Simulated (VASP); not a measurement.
# Mo (Im-3m) in VASP: single point with PBE

Aim: the single point of Mo with PBE.

Program: VASP 6.6.1. These are calculated values, not measurements. Logs are shortened: lines on timing, memory, paths and dates and some standing lists are left out, and cuts for length are marked.

### Step 1. The cell of the first run

Symmetry: Im-3m, No. 229, cubic system. Conventional cell: a = 3.161 Å, b = 3.161 Å, c = 3.161 Å, α = 90.00°, β = 90.00°, γ = 90.00°. Mo (site symmetry m-3m) has 14 Mo at 2.74 to 3.16 Å within 3.6 Å.

### Step 2. Single point, PBE

The input, INCAR:

```
SYSTEM = Mo
  PREC = Accurate
  ENCUT = 520
  EDIFF = 1E-6
  ISMEAR = -1
  SIGMA = 0.1
  LREAL = .False.
  LASPH = .True.
  NELM = 60
  ALGO = Normal
  ISIF = 2
  LWAVE = .False.
  LCHARG = .False.
  GGA = PE
  NBANDS = 28
```

The input, KPOINTS:

```
Automatic mesh
0
Gamma
  10 10 13
  0 0 0
```

The input, POSCAR:

```
Mo
1.0
    0.0000000000      3.1608399294     -3.1608399294
   -3.1608399294      0.0000000000      3.1608399294
    1.5804199647      1.5804199647      1.5804199647
Mo
3
Direct
    0.0000000000      0.0000000000      0.0000000000
    0.3333333330      0.6666666670      0.3333333330
    0.6666666670      0.3333333330      0.6666666670
```

Potentials or basis: VASP PAW PBE potentials, release 64 (Mo_sv).

Run with:

```
$ cat potpaw_PBE.64/Mo_sv/POTCAR > POTCAR
$ mpirun -np 1 vasp_std > vasp.out
```

OUTCAR:

```text
SYSTEM = Mo
   PREC = Accurate
   ENCUT = 520
   EDIFF = 1E-6
   ISMEAR = -1
   LREAL = .False.
   LASPH = .True.
   NELM = 60
   ISIF = 2
   GGA = PE

 ion  position               nearest neighbor table
   1  0.000  0.000  0.000-   2 2.74   3 2.74   3 2.74   2 2.74   3 2.74   2 2.74   3 3.16   2 3.16
                             3 3.16   3 3.16   2 3.16   2 3.16
   2  0.333  0.667  0.333-   1 2.74   3 2.74   3 2.74   1 2.74   1 2.74   3 2.74   3 3.16   3 3.16
                             1 3.16   1 3.16   1 3.16   3 3.16
   3  0.667  0.333  0.667-   1 2.74   2 2.74   2 2.74   1 2.74   1 2.74   2 2.74   2 3.16   2 3.16
                             1 3.16   1 3.16   1 3.16   2 3.16

  LATTYP: Found a hexagonal cell.
 ALAT       =     4.4701026966
 C/A-ratio  =     0.6123724357

  Lattice vectors:

 A1 = (   0.0000000000,   3.1608399294,  -3.1608399294)
 A2 = (  -3.1608399294,   0.0000000000,   3.1608399294)
 A3 = (   1.5804199647,   1.5804199647,   1.5804199647)

Analysis of symmetry for initial positions (statically):
=====================================================================
 Subroutine PRICEL returns following result:

  LATTYP: Found a body centered cubic cell.
 ALAT       =     3.1608399273

  Lattice vectors:

 A1 = (  -1.5804199679,   1.5804199615,  -1.5804199615)
 A2 = (  -1.5804199631,  -1.5804199631,   1.5804199631)
 A3 = (   1.5804199647,   1.5804199647,   1.5804199647)

   3 primitive cells build up your supercell.

 Routine SETGRP: Setting up the symmetry group for a
 hexagonal supercell.

 Subroutine GETGRP returns: Found 12 space group operations
 (whereof 12 operations were pure point group operations)
 out of a pool of 24 trial point group operations.

The static configuration has the point symmetry D_3d.

Analysis of symmetry for dynamics (positions and initial velocities):
=====================================================================
 Subroutine PRICEL returns following result:

  LATTYP: Found a body centered cubic cell.
 ALAT       =     3.1608399273

  Lattice vectors:

 A1 = (  -1.5804199679,   1.5804199615,  -1.5804199615)
 A2 = (  -1.5804199631,  -1.5804199631,   1.5804199631)
 A3 = (   1.5804199647,   1.5804199647,   1.5804199647)

   3 primitive cells build up your supercell.

 Routine SETGRP: Setting up the symmetry group for a
 hexagonal supercell.

 Subroutine GETGRP returns: Found 12 space group operations
 (whereof 12 operations were pure point group operations)
[... 97 lines left out ...]
   LASPH  =      T    aspherical Exc in radial PAW
   ENCUT  =  520.0 eV  38.22 Ry    6.18 a.u.   8.31  8.31  5.09*2*pi/ulx,y,z
   NELM   =     60;   NELMIN=  2; NELMDL= -5     # of ELM steps
   EDIFF  = 0.1E-05   stopping-criterion for ELM
   LREAL  =      F    real-space projection
   EDIFFG = 0.1E-04   stopping-criterion for IOM
   NSW    =      0    number of steps for IOM
   IBRION =     -1    ionic relax: 0-MD 1-quasi-New 2-CG
   NFREE  =      0    steps in history (QN), initial steepest desc. (CG)
   ISIF   =      2    stress and relaxation
   ISYM   =      2    0-nonsym 1-usesym 2-fastsym
   POTIM  = 0.5000    time-step for ionic-motion
   TEBEG  =    0.0;   TEEND  =   0.0 temperature during run
   PSTRESS=    0.0 pullay stress
   NELECT =      42.0000    total number of electrons
   NUPDOWN=      -1.0000    fix difference up-down
   EMIN   =  10.00;   EMAX   =-10.00  energy-range for DOS
   EFERMI =   0.00;   METHOD = LEGACY
   ISMEAR =    -1;   SIGMA  =   0.10  broadening in eV -4-tet -1-fermi 0-gaus
   EFERMI_NEDOS =   21; number of points for ismear=-14 and -15
   IALGO  =     38    algorithm
   IMIX   =      4    mixing-type and parameters
     AMIX     =   0.40;   BMIX     =  1.00
     AMIX_MAG =   1.60;   BMIX_MAG =  1.00
  volume/ion in A,a.u.               =      15.79       106.56
  Fermi-wavevector in a.u.,A,eV,Ry     =   1.572745  2.972057 33.654380  2.473527
  Thomas-Fermi vector in A             =   2.674133
   LORBIT       =      0    0 simple, 1 ext, 2 COOP (PROOUT), +10 PAW based schemes
   GGA     = PE    functional components
   LHFCALC =     F    Hartree Fock is set to
   AEXX    =    0.0000 exact exchange contribution
   IVDW    =     0    specifies the selected vdW correction
   LEPSILON=     F    determine dielectric tensor
   LRPA    =     F    only Hartree local field effects (RPA)
 non-spin polarized calculation
  energy-cutoff  :      520.00
  volume of cell :       47.37
 maximum number of plane-waves:      1291
 NGX is ok and might be reduce to    36
   NGX = 17   NGY = 17   NGZ = 11

 number of electron      42.0000004 magnetization

 Free energy of the ion-electron system (eV)
  ---------------------------------------------------
  ext. energy  EPLUGINS =         0.00000000
  ---------------------------------------------------
  free energy    TOTEN  =       -32.84118980 eV

  energy without entropy =      -32.77597906  energy(sigma->0) =      -32.80858443

 E-fermi :  12.4623     XC(G=0): -13.3336

 val. band max:       12.4617439872   @ k =   0.0000   0.3000   0.4615
 cond. band min:      12.4649428256   @ k =  -0.1000   0.4000   0.4615
 fundamental gap:      0.0031988384
 Fermi energy:        12.4622899459

 k-point     1 :       0.0000    0.0000    0.0000
  band No.  band energies     occupation
      1     -48.8461      2.00000
      2     -48.5598      2.00000
      3     -48.5598      2.00000
      4     -23.0769      2.00000
      5     -23.0769      2.00000
      6     -23.0769      2.00000
[... 733 lines left out ...]
     27      15.0991      0.00000
     28      15.2274      0.00000

 [... further k-points ...]

------------------------ aborting loop because EDIFF is reached ----------------------------------------

  FORCE on cell =-STRESS in cart. coord.  units (eV):
  Direction    XX          YY          ZZ          XY          YZ          ZX
  --------------------------------------------------------------------------------------
  -------------------------------------------------------------------------------------
  Total        0.1530950      0.1530950      0.1530950     -0.0249595     -0.0249595     -0.0249595
  in kB        5.1781282      5.1781282      5.1781282     -0.8442053     -0.8442053     -0.8442053
  external PRESSURE =       5.1781282 kB  Pullay stress =       0.0000000 kB

 VOLUME and BASIS-vectors are now :
 -----------------------------------------------------------------------------
  energy-cutoff  :      520.00
  volume of cell :       47.37
      direct lattice vectors                 reciprocal lattice vectors
     0.000000000  3.160839929 -3.160839929    -0.105457201  0.210914403 -0.105457201
    -3.160839929  0.000000000  3.160839929    -0.210914403  0.105457201  0.105457201
     1.580419965  1.580419965  1.580419965     0.210914403  0.210914403  0.210914403

 POSITION                                       TOTAL-FORCE (eV/Angst)
 -----------------------------------------------------------------------------------
      0.00000      0.00000      0.00000         0.000000      0.000000     -0.000000
     -1.58042      1.58042      1.58042         0.000000      0.000000      0.000000
      0.00000      3.16084     -0.00000        -0.000000     -0.000000     -0.000000
 -----------------------------------------------------------------------------------
    total drift:                               -0.000000     -0.000000      0.000000

  FREE ENERGIE OF THE ION-ELECTRON SYSTEM (eV)
  ---------------------------------------------------
  free  energy   TOTEN  =       -32.8411898047 eV

  energy  without entropy=      -32.7759790620  energy(sigma->0) =      -32.80858443
```

OSZICAR:

```text
N       E                     dE             d eps       ncg     rms          rms(c)
DAV:   1     0.466642366845E+03    0.46664E+03   -0.25649E+04  8184   0.157E+03
DAV:   2    -0.210712460814E+02   -0.48771E+03   -0.47668E+03  9008   0.492E+02
DAV:   3    -0.346643236417E+02   -0.13593E+02   -0.13158E+02 10220   0.784E+01
DAV:   4    -0.348403895203E+02   -0.17607E+00   -0.17527E+00  8956   0.754E+00
DAV:   5    -0.348419926885E+02   -0.16032E-02   -0.16023E-02  9020   0.785E-01    0.249E+01
DAV:   6    -0.330869374363E+02    0.17551E+01   -0.38608E+00  8748   0.146E+01    0.664E+00
DAV:   7    -0.328528009977E+02    0.23414E+00   -0.83451E-01  9624   0.598E+00    0.162E+00
DAV:   8    -0.328410209796E+02    0.11780E-01   -0.15711E-02  9192   0.104E+00    0.345E-01
DAV:   9    -0.328411570555E+02   -0.13608E-03   -0.88595E-04  9540   0.238E-01    0.111E-01
DAV:  10    -0.328411901988E+02   -0.33143E-04   -0.37768E-05  8580   0.492E-02    0.299E-02
DAV:  11    -0.328411898047E+02    0.39408E-06   -0.66349E-06  7752   0.159E-02
   1 F= -.32841190E+02 E0= -.32808584E+02  d E =-.652107E-01
```

stdout:

```text
POSCAR found type information on POSCAR Mo
 POSCAR found :  1 types and       3 ions
 scaLAPACK will be used
 LDA part: xc-table for (Slater+PW92), standard interpolation
 POSCAR, INCAR and KPOINTS ok, starting setup
 FFT: planning ... GRIDC
 FFT: planning ... GRID_SOFT
 FFT: planning ... GRID
 WAVECAR not read
 entering main loop
```

Wall time 2.9 min (1 thread of Intel Xeon 8259CL, shared host); peak memory 0.27 GiB.

What came out:

| Quantity | Value |
| --- | --- |
| Free energy | -32.8412 eV |
| Pressure | 0.5 GPa |
| Band gap on the k mesh | zero (bands 21 and 22 overlap by 3.26 eV) |
